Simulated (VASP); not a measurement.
Crystal: AlGaN2.

```
Al N Ga
1.0
     2.73180    0.00000    0.00000
     0.00000    2.73180    0.00000
     0.00000    0.00000    3.86334
Al N Ga
1 2 1
Direct
  0.00000 0.00000 0.00000
  0.00000 0.00000 0.50000
  0.50000 0.50000 0.00000
  0.50000 0.50000 0.50000
```

* Program: VASP 6.6.1
* Task: relaxation of cell and atoms
* Functional: PBE
* Potentials or basis: VASP PAW PBE potentials, release 64 (Al, N, Ga_d)
* Cutoff: 600 eV
* k mesh: 8 × 8 × 6
* Occupations: fermi-dirac, width 0.02 eV
* Spin: no spin polarisation

At the start: pressure 89.2 GPa; volume 7.21 Å³/atom.

How do energy, volume and symmetry change on relaxing?

Over 10 steps the energy falls by 432.7 meV/atom and the volume is 9.11 Å³/atom (+26.4 %); space group P4/mmm (No. 123, to 0.1 Å) before and after.

Step by step:
```tsv
step	energy change (eV)	largest force (eV/Å)	pressure (GPa)	volume (Å³)
1	0.0000	0.0000	89.18	28.83
2	0.1365	0.0000	-36.93	49.02
3	-1.7260	0.0000	-3.02	36.95
4	-1.7304	0.0000	-0.83	36.58
5	-1.7307	0.0000	0.26	36.42
6	-1.7307	0.0000	0.24	36.42
7	-1.7307	0.0000	0.24	36.42
8	-1.7307	0.0000	0.20	36.42
9	-1.7307	0.0000	0.13	36.43
10	-1.7307	0.0000	0.00	36.45
```

Final structure:
```yaml
crystal:
  lattice:
    - [2.95312, 0.00000, 0.00000]
    - [0.00000, 2.95312, 0.00000]
    - [0.00000, 0.00000, 4.18010]
  atoms:
    - { symbol: Al, position: [0.00000, 0.00000, 0.00000] }
    - { symbol: N, position: [0.00000, 0.00000, 0.50000] }
    - { symbol: N, position: [0.50000, 0.50000, 0.00000] }
    - { symbol: Ga, position: [0.50000, 0.50000, 0.50000] }
```

Caveat: the volume moved by over 15 % at a fixed basis, so the end points are rough.
